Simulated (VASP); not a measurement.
# AlN (P6_3mc) in VASP: a series of runs

AlN is run at these levels: LDA; tasks: relaxation of the atoms.

All numbers are computed with VASP 6.6.1; they aren't measurements. Logs are shortened: lines on timing, memory, paths and dates and some standing lists are left out, and cuts for length are marked.

## 1. The cell of the first run

Symmetry: P6_3mc, No. 186, hexagonal system. The conventional cell has a = 3.058 Å, b = 3.058 Å, c = 4.548 Å, α = 90.00°, β = 90.00°, γ = 120.00°. Al (site symmetry 3m) has 4 N at 1.74 to 1.85 Å within 2.3 Å. N (site symmetry 3m) has 4 Al at 1.74 to 1.85 Å within 2.3 Å.

## 2. Relaxation of the atoms, LDA

File INCAR:

```
PREC = Accurate
ENCUT = 520
EDIFF = 1E-6
ISMEAR = 0
SIGMA = 0.05
LREAL = False
LASPH = True
NELM = 60
ALGO = Normal
ISIF = 2
LWAVE = False
LCHARG = False
GGA = CA
IBRION = 2
NSW = 50
EDIFFG = -0.01
```

File KPOINTS:

```
Automatic mesh
0
Gamma
  9 9 6
```

File POSCAR:

```
AlN
1.0
    3.0577000000      0.0000000000      0.0000000000
   -1.5288500000      2.6480458772      0.0000000000
    0.0000000000      0.0000000000      4.5481000000
Al N
2 2
Direct
    0.3333333333      0.6666666667      0.0015210172
    0.6666666667      0.3333333333      0.5015210172
    0.3333333333      0.6666666667      0.3834789828
    0.6666666667      0.3333333333      0.8834789828
```

Potentials or basis: VASP PAW LDA potentials, release 64 (Al, N).

Command:

```sh
cat potpaw_LDA.64/Al/POTCAR potpaw_LDA.64/N/POTCAR > POTCAR
mpirun -np 1 vasp_std > vasp.out
```

OUTCAR:

```text
PREC = Accurate
   ENCUT = 520
   EDIFF = 1E-6
   ISMEAR = 0
   LREAL = False
   LASPH = True
   NELM = 60
   ISIF = 2
   GGA = CA
   IBRION = 2
   NSW = 50
   EDIFFG = -0.01

 ion  position               nearest neighbor table
   1  0.333  0.667  0.002-   3 1.74   4 1.85   4 1.85   4 1.85   2 2.88   2 2.88   2 2.88   2 2.88
                             2 2.88   2 2.88
   2  0.667  0.333  0.502-   4 1.74   3 1.85   3 1.85   3 1.85   1 2.88   1 2.88   1 2.88   1 2.88
                             1 2.88   1 2.88
   3  0.333  0.667  0.383-   1 1.74   2 1.85   2 1.85   2 1.85
   4  0.667  0.333  0.883-   2 1.74   1 1.85   1 1.85   1 1.85

  LATTYP: Found a hexagonal cell.
 ALAT       =     3.0577000000
 C/A-ratio  =     1.4874251889

  Lattice vectors:

 A1 = (   3.0577000000,   0.0000000000,   0.0000000000)
 A2 = (  -1.5288500000,   2.6480458772,   0.0000000000)
 A3 = (   0.0000000000,   0.0000000000,   4.5481000000)

Analysis of symmetry for initial positions (statically):
=====================================================================
 Subroutine PRICEL returns:
 Original cell was already a primitive cell.

 Routine SETGRP: Setting up the symmetry group for a
 hexagonal supercell.

 Subroutine GETGRP returns: Found 12 space group operations
 (whereof  6 operations were pure point group operations)
 out of a pool of 24 trial point group operations.

The static configuration has the point symmetry C_3v.
 The point group associated with its full space group is C_6v.

Analysis of symmetry for dynamics (positions and initial velocities):
=====================================================================
 Subroutine PRICEL returns:
 Original cell was already a primitive cell.

 Routine SETGRP: Setting up the symmetry group for a
 hexagonal supercell.

 Subroutine GETGRP returns: Found 12 space group operations
 (whereof  6 operations were pure point group operations)
 out of a pool of 24 trial point group operations.

The dynamic configuration has the point symmetry C_3v.
 The point group associated with its full space group is C_6v.

 Subroutine INISYM returns: Found 12 space group operations
 (whereof  6 operations are pure point group operations),
 and found     1 'primitive' translations

----------------------------------------------------------------------------------------

                                     Primitive cell

  volume of cell :      36.8256

  direct lattice vectors                    reciprocal lattice vectors
     3.057700000  0.000000000  0.000000000     0.327043202  0.188818481  0.000000000
    -1.528850000  2.648045877  0.000000000     0.000000000  0.377636962  0.000000000
     0.000000000  0.000000000  4.548100000     0.000000000  0.000000000  0.219872034

  length of vectors
     3.057700000  3.057700000  4.548100000     0.377636962  0.377636962  0.219872034

  position of ions in fractional coordinates (direct lattice)
     0.333333333  0.666666667  0.001521017
     0.666666667  0.333333333  0.501521017
     0.333333333  0.666666667  0.383478983
     0.666666667  0.333333333  0.883478983

  ion indices of the primitive-cell ions
   primitive index   ion index
                 1           1
                 2           2
                 3           3
                 4           4

----------------------------------------------------------------------------------------

 KPOINTS: Automatic mesh

Automatic generation of k-mesh.
 Grid dimensions read from file:
 generate k-points for:    9    9    6

 Generating k-lattice:

  Cartesian coordinates                     Fractional coordinates (reciprocal lattice)
     0.036338134  0.020979831  0.000000000     0.111111111  0.000000000  0.000000000
     0.000000000  0.041959662  0.000000000     0.000000000  0.111111111  0.000000000
     0.000000000  0.000000000  0.036645339     0.000000000  0.000000000  0.166666667

  Length of vectors
     0.041959662  0.041959662  0.036645339

  Shift w.r.t. Gamma in fractional coordinates (k-lattice)
     0.000000000  0.000000000  0.000000000

 Subroutine IBZKPT returns following result:
 ===========================================

 Found     48 irreducible k-points:

 Following reciprocal coordinates:
            Coordinates               Weight
  0.000000  0.000000  0.000000      1.000000
  0.111111  0.000000  0.000000      6.000000
  0.222222  0.000000  0.000000      6.000000
  0.333333  0.000000  0.000000      6.000000
  0.444444  0.000000  0.000000      6.000000
  0.111111  0.111111  0.000000      6.000000
[... 16 lines left out ...]
  0.333333  0.222222  0.166667     24.000000
  0.333333  0.333333  0.166667      4.000000
 [... further k-points ...]
   k-points           NKPTS =     48   k-points in BZ     NKDIM =     48   number of bands    NBANDS=     12
   number of dos      NEDOS =    301   number of ions     NIONS =      4
   total plane-waves  NPLWV =  20736
   dimension x,y,z NGX =    24 NGY =   24 NGZ =   36
   dimension x,y,z NGXF=    48 NGYF=   48 NGZF=   72
   ions per type =               2   2
   NGX,Y,Z   is equivalent  to a cutoff of  13.05, 13.05, 13.16 a.u.
   NGXF,Y,Z  is equivalent  to a cutoff of  26.10, 26.10, 26.32 a.u.
 SYSTEM =  unknown system
   PREC   = accura    normal or accurate (medium, high low for compatibility)
   ISTART =      0    job   : 0-new  1-cont  2-samecut
   ICHARG =      2    charge: 1-file 2-atom 10-const
   ISPIN  =      1    spin polarized calculation?
   LNONCOLLINEAR =      F non collinear calculations
   LSORBIT =      F    spin-orbit coupling
   LASPH  =      T    aspherical Exc in radial PAW
   ENCUT  =  520.0 eV  38.22 Ry    6.18 a.u.   5.69  5.69  8.46*2*pi/ulx,y,z
   NELM   =     60;   NELMIN=  2; NELMDL= -5     # of ELM steps
   EDIFF  = 0.1E-05   stopping-criterion for ELM
   LREAL  =      F    real-space projection
   EDIFFG = -.1E-01   stopping-criterion for IOM
   NSW    =     50    number of steps for IOM
   IBRION =      2    ionic relax: 0-MD 1-quasi-New 2-CG
   NFREE  =      1    steps in history (QN), initial steepest desc. (CG)
   ISIF   =      2    stress and relaxation
   ISYM   =      2    0-nonsym 1-usesym 2-fastsym
   POTIM  = 0.5000    time-step for ionic-motion
   TEBEG  =    0.0;   TEEND  =   0.0 temperature during run
   PSTRESS=    0.0 pullay stress
   NELECT =      16.0000    total number of electrons
   NUPDOWN=      -1.0000    fix difference up-down
   EMIN   =  10.00;   EMAX   =-10.00  energy-range for DOS
   EFERMI =   0.00;   METHOD = LEGACY
   ISMEAR =     0;   SIGMA  =   0.05  broadening in eV -4-tet -1-fermi 0-gaus
   EFERMI_NEDOS =   21; number of points for ismear=-14 and -15
   IALGO  =     38    algorithm
   IMIX   =      4    mixing-type and parameters
     AMIX     =   0.40;   BMIX     =  1.00
     AMIX_MAG =   1.60;   BMIX_MAG =  1.00
  volume/ion in A,a.u.               =       9.21        62.13
  Fermi-wavevector in a.u.,A,eV,Ry     =   1.239932  2.343133 20.918039  1.537433
  Thomas-Fermi vector in A             =   2.374395
   LORBIT       =      0    0 simple, 1 ext, 2 COOP (PROOUT), +10 PAW based schemes
   GGA     = CA    functional components
   LHFCALC =     F    Hartree Fock is set to
   AEXX    =    0.0000 exact exchange contribution
   IVDW    =     0    specifies the selected vdW correction
   LEPSILON=     F    determine dielectric tensor
   LRPA    =     F    only Hartree local field effects (RPA)
 conjugate gradient relaxation of ions
 non-spin polarized calculation
 Gauss-broadening in eV      SIGMA  =   0.05
  energy-cutoff  :      520.00
  volume of cell :       36.83
 maximum number of plane-waves:      1006
 NGX is ok and might be reduce to    24
   NGX = 11   NGY = 11   NGZ = 17

--------------------------------------- Ionic step        1  -------------------------------------------

 number of electron      15.9999998 magnetization

 Free energy of the ion-electron system (eV)
  ---------------------------------------------------
  ext. energy  EPLUGINS =         0.00000000
  ---------------------------------------------------
  free energy    TOTEN  =       -32.29136814 eV

  energy without entropy =      -32.29136814  energy(sigma->0) =      -32.29136814

------------------------ aborting loop because EDIFF is reached ----------------------------------------

  FORCE on cell =-STRESS in cart. coord.  units (eV):
  Direction    XX          YY          ZZ          XY          YZ          ZX
  --------------------------------------------------------------------------------------
  -------------------------------------------------------------------------------------
  Total        3.4036261      3.4036261     12.9375165      0.0000000      0.0000000      0.0000000
  in kB      148.0819233    148.0819233    562.8739047      0.0000000      0.0000000      0.0000000
  external PRESSURE =     286.3459171 kB  Pullay stress =       0.0000000 kB
[... 61 lines left out ...]
  energy  without entropy=      -32.3734701602  energy(sigma->0) =      -32.37347016

--------------------------------------- Ionic step        3  -------------------------------------------

 number of electron      15.9999998 magnetization

 Free energy of the ion-electron system (eV)
  ---------------------------------------------------
  ext. energy  EPLUGINS =         0.00000000
  ---------------------------------------------------
  free energy    TOTEN  =       -32.45858151 eV

  energy without entropy =      -32.45858151  energy(sigma->0) =      -32.45858151

 E-fermi :   7.9916     XC(G=0): -11.8078

 val. band max:        7.7793528212   @ k =   0.0000   0.0000   0.0000
 cond. band min:      12.5628804825   @ k =   0.0000   0.0000   0.0000
 fundamental gap:      4.7835276614
 Fermi energy:         7.9915990639

 k-point     1 :       0.0000    0.0000    0.0000
  band No.  band energies     occupation
      1      -8.6600      2.00000
      2      -5.6185      2.00000
      3       0.8136      2.00000
      4       5.8172      2.00000
      5       5.8172      2.00000
      6       6.7577      2.00000
      7       6.7577      2.00000
      8       7.7794      2.00000
      9      12.5629      0.00000
     10      14.2516      0.00000
     11      18.3048      0.00000
     12      18.3048      0.00000
[... 331 lines left out ...]
 k-point    24 :       0.3333    0.3333    0.1667
  band No.  band energies     occupation
      1      -5.6509      2.00000
      2      -5.6509      2.00000
      3       1.7192      2.00000
      4       2.6721      2.00000
      5       2.6721      2.00000
      6       4.3715      2.00000
      7       5.3819      2.00000
      8       5.3819      2.00000
      9      13.1128      0.00000
     10      15.6743      0.00000
     11      17.1121      0.00000
     12      17.1121      0.00000

 [... further k-points ...]

------------------------ aborting loop because EDIFF is reached ----------------------------------------

  FORCE on cell =-STRESS in cart. coord.  units (eV):
  Direction    XX          YY          ZZ          XY          YZ          ZX
  --------------------------------------------------------------------------------------
  -------------------------------------------------------------------------------------
  Total        5.0202835      5.0202835      7.2050474      0.0000000      0.0000000      0.0000000
  in kB      218.4180060    218.4180060    313.4707616      0.0000000      0.0000000      0.0000000
  external PRESSURE =     250.1022579 kB  Pullay stress =       0.0000000 kB
[... 19 lines left out ...]
  FREE ENERGIE OF THE ION-ELECTRON SYSTEM (eV)
  ---------------------------------------------------
  free  energy   TOTEN  =       -32.4585815072 eV

  energy  without entropy=      -32.4585815072  energy(sigma->0) =      -32.45858151

 reached required accuracy - stopping structural energy minimisation
```

Run time: 56 s. Hardware: 1 thread of Intel Xeon 8259CL, shared host; peak memory 0.14 GiB.

Results:

| Property | Result |
| --- | --- |
| Free energy | -32.4586 eV |
| Energy gained by relaxing | 41.8 meV/atom |
| Ionic steps | 3 |
| Pressure after relaxing | 25.0 GPa |
| Band gap on the k mesh | 4.78 eV |

Forces in eV/Å, atoms in the order of the input:
```
Al   0.000  0.000 -0.003
Al   0.000  0.000 -0.003
N    0.000  0.000  0.003
N    0.000  0.000  0.003
```

Step by step:
```tsv
step	energy change (eV)	largest force (eV/Å)	pressure (GPa)
1	0.0000	1.9114	28.63
2	-0.0821	0.8652	24.02
3	-0.1672	0.0028	25.01
```

Final structure:
```
CELL_PARAMETERS angstrom
3.05770 0.00000 0.00000
-1.52885 2.64805 0.00000
0.00000 0.00000 4.54810
ATOMIC_POSITIONS crystal
Al 0.33333 0.66667 0.99085
Al 0.66667 0.33333 0.49085
N 0.33333 0.66667 0.39415
N 0.66667 0.33333 0.89415
```

Levels at points of the mesh, in eV from the valence-band top:
```tsv
k point	band 6	band 7	band 8	band 9	band 10	band 11
(0.00, 0.00, 0.00)	-1.02	-1.02	0.00	4.78	6.47	10.53
(0.00, 0.00, 0.50)	-1.51	-1.51	-1.51	6.77	6.77	10.85
```

Caveat: an odd mesh through Γ misses points on the zone boundary, where band edges can lie. As with any semilocal functional, this LDA gap is likely too small.

## 3. Relaxation of the atoms, LDA

This run uses another cell than the first one, of 9.35 Å³/atom.

File INCAR:

```
PREC = Accurate ; ENCUT = 520
EDIFF = 1E-6 ; ISMEAR = 0
SIGMA = 0.05 ; LREAL = F
LASPH = T ; NELM = 60
ALGO = Normal ; ISIF = 2
LWAVE = F ; LCHARG = F
GGA = CA ; IBRION = 2
NSW = 50 ; EDIFFG = -0.01
```

KPOINTS is that of step 2.

File POSCAR:

```
AlN
1.0
    3.1504000000      0.0000000000      0.0000000000
   -1.5752000000      2.7283264321      0.0000000000
    0.0000000000      0.0000000000      4.3504000000
Al N
2 2
Direct
    0.3333333333      0.6666666667      0.0015210172
    0.6666666667      0.3333333333      0.5015210172
    0.3333333333      0.6666666667      0.3834789828
    0.6666666667      0.3333333333      0.8834789828
```

Potentials or basis: VASP PAW LDA potentials, release 64 (Al, N).

Command:

```sh
cat potpaw_LDA.64/Al/POTCAR potpaw_LDA.64/N/POTCAR > POTCAR
mpirun -np 1 vasp_std > vasp.out
```

Run time: 75 s. Hardware: 1 thread of Intel Xeon 8259CL, shared host; peak memory 0.14 GiB.

It converged, with:

| Item | Value |
| --- | --- |
| Free energy | -32.4207 eV |
| Energy gained by relaxing | 190.1 meV/atom |
| Ionic steps | 5 |
| Pressure after relaxing | 14.6 GPa |
| Band gap on the k mesh | 4.06 eV |

Forces on the atoms (eV/Å):
```
Al   0.000  0.000  0.003
Al   0.000  0.000  0.003
N    0.000  0.000 -0.003
N    0.000  0.000 -0.003
```

Stress tensor (GPa, compression positive):
```
12.36  0.00  0.00
 0.00 12.36  0.00
 0.00  0.00 18.94
```

Step by step:
| step | energy change (eV) | largest force (eV/Å) | pressure (GPa) |
| --- | --- | --- | --- |
| 1 | 0.0000 | 4.4593 | 28.85 |
| 2 | -0.6351 | 0.2715 | 11.68 |
| 3 | -0.7602 | 0.0341 | 14.72 |
| 4 | -0.7580 | 0.1241 | 14.07 |
| 5 | -0.7604 | 0.0029 | 14.55 |

Final structure:
```
CELL_PARAMETERS angstrom
3.15040 0.00000 0.00000
-1.57520 2.72833 0.00000
0.00000 0.00000 4.35040
ATOMIC_POSITIONS crystal
Al 0.33333 0.66667 0.97557
Al 0.66667 0.33333 0.47557
N 0.33333 0.66667 0.40943
N 0.66667 0.33333 0.90943
```

Levels at points of the mesh, in eV from the valence-band top:
```
           k point  band 6  band 7  band 8  band 9  band 10  band 11
(0.00, 0.00, 0.00)   -1.59   -1.59    0.00    4.06     5.36     9.24
(0.00, 0.00, 0.50)   -2.25   -2.25   -2.25    6.09     6.09     9.52
```

Caveat: an odd mesh through Γ misses points on the zone boundary, where band edges can lie. A hybrid or GW would open this gap; LDA tends to underestimate it.

(Continued in part 2 of 2.)
